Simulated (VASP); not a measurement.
A run of VASP 6.6.1 is set up as follows.

Contents of INCAR:

```
PREC = Accurate
ENCUT = 520
EDIFF = 1E-6
ISMEAR = -1
SIGMA = 0.05
LREAL = Auto
LASPH = True
NELM = 80
ALGO = Normal
ISIF = 2
LWAVE = False
LCHARG = True
GGA = PE
LELF = True
LVHAR = True
NBANDS = 124
ISYM = 0
```

The input KPOINTS:

```
Automatic mesh
0
Gamma
  1 1 1
  0.25 0.25 0.25
```

Contents of POSCAR:

```
SrY4
1.0
    8.8840720000      0.1002130000     -0.0465070000
    0.1002130000      9.6010150000      0.2621380000
   -0.0465070000      0.2621380000      8.8911790000
Y Sr
16 4
Direct
    0.0608587422      0.9881409967      0.1744258048
    0.6059080126      0.5295824912      0.9547478764
    0.8653964180      0.3519118242      0.7095969533
    0.7515879724      0.1263077255     -0.0084430819
    0.9598846938      0.6959393676      0.4929989829
    0.7756510212      0.1031923289      0.4056320957
    0.7277662002      0.8334522338      0.7410942599
    0.9669085267      0.6148553293      0.9840769226
    0.4325097433      0.2402553709      0.1761113648
    0.3115894467      0.5769103210      0.2370394267
    0.1123287114      0.3012756592      0.4146063500
    0.7216624824      0.7958999667      0.2042913242
    0.1056558984      0.3023328400      0.9949102153
    0.0407456807      0.0332697147      0.7092398773
    0.5889513047      0.5845303032      0.5341202504
    0.7686641219      0.4326096998      0.2494359658
    0.4012020179      0.9059051589      0.4424513932
    0.2504224483      0.5665951274      0.7389050747
    0.4704371534      0.2148076572      0.6802430106
    0.3868351236      0.9127584803      0.9820103564
```

Potentials or basis: VASP PAW PBE potentials, release 64 (Y_sv, Sr_sv).

The run is started by

```sh
$ cat potpaw_PBE.64/Y_sv/POTCAR potpaw_PBE.64/Sr_sv/POTCAR > POTCAR
$ mpirun -np 1 vasp_std > vasp.out
```

Task: Estimate the largest force.

Result: 1.093 eV/Å.

Task: What does it give for the pressure?

Result: -0.9 GPa.

Forces on the atoms (eV/Å):
```
Y   -0.162 -0.251  0.229
Y   -0.368 -0.029 -0.675
Y   -0.096  0.581 -0.572
Y    0.293  0.280  0.391
Y    0.171 -0.133 -0.536
Y    0.147 -0.323  0.234
Y   -0.208  0.321  0.424
Y   -0.028  1.087  0.108
Y    0.227  0.067  0.347
Y   -0.444 -0.125  0.012
Y    0.091 -0.097 -0.383
Y   -0.165 -0.265 -0.055
Y    0.045 -0.286  0.507
Y    0.030 -0.109  0.195
Y    0.279 -0.589 -0.199
Y    0.588 -0.277  0.419
Sr  -0.560  0.095  0.120
Sr   0.267  0.138 -0.223
Sr  -0.174  0.368  0.047
Sr   0.067 -0.452 -0.391
```

Caveat: the k points lie up to 0.71 Å⁻¹ apart; the atoms stand as in a frame of molecular dynamics.
